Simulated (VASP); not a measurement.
Crystal: MnS.

```
Mn S
1.0
     0.00000    2.60450    2.60450
     2.60450    0.00000    2.60450
     2.60450    2.60450    0.00000
Mn S
1 1
Direct
  0.00000 0.00000 0.00000
  0.50000 0.50000 0.50000
```

| Item | Value |
| --- | --- |
| Program | VASP 6.6.1 |
| Task | relaxation of cell and atoms |
| Functional | PBE |
| Dispersion | D3(BJ) |
| Potentials or basis | VASP PAW PBE potentials, release 64 (Mn_pv, S) |
| Cutoff | 600 eV |
| k mesh | 9 × 9 × 9 |
| Occupations | fermi-dirac, width 0.05 eV |
| Spin | collinear spin, ferromagnetic start |
| Starting moments | [4.0, 0.0] μB |

At the start: pressure -6.7 GPa; volume 17.67 Å³/atom.

**Question.** How do energy, volume and symmetry change on relaxing?

**Answer.** Over 11 steps the energy falls by 48.9 meV/atom and the volume is 15.82 Å³/atom (-10.5 %); space group Fm-3m (No. 225, to 0.05 Å); moment 4.35 μB per cell.

Step by step:
```tsv
step	energy change (eV)	largest force (eV/Å)	pressure (GPa)	volume (Å³)
1	0.0000	0.0000	-6.66	35.33
2	-0.0974	0.0000	-1.36	31.71
3	0.1276	0.0000	92.53	31.10
4	-0.0978	0.0000	-0.31	31.64
5	-0.0974	0.0000	2.37	31.57
6	-0.0821	0.0000	-3.25	32.66
7	-0.0935	0.0000	-2.38	32.02
8	-0.0966	0.0000	-1.87	31.79
9	-0.0975	0.0000	-1.17	31.69
10	-0.0978	0.0000	-0.06	31.63
11	-0.0978	0.0000	0.00	31.63
```

Final structure:
```
CELL_PARAMETERS angstrom
0.00000 2.51009 2.51009
2.51009 0.00000 2.51009
2.51009 2.51009 0.00000
ATOMIC_POSITIONS crystal
Mn 0.00000 0.00000 0.00000
S 0.50000 0.50000 0.50000
```

Caveat: the volume moved by -10 % from the deposited cell, more than functionals usually miss; a cell with one magnetic atom can't hold antiferromagnetic order, which such compounds often take; pairwise dispersion overbinds metals, which lowers pressure and volume.
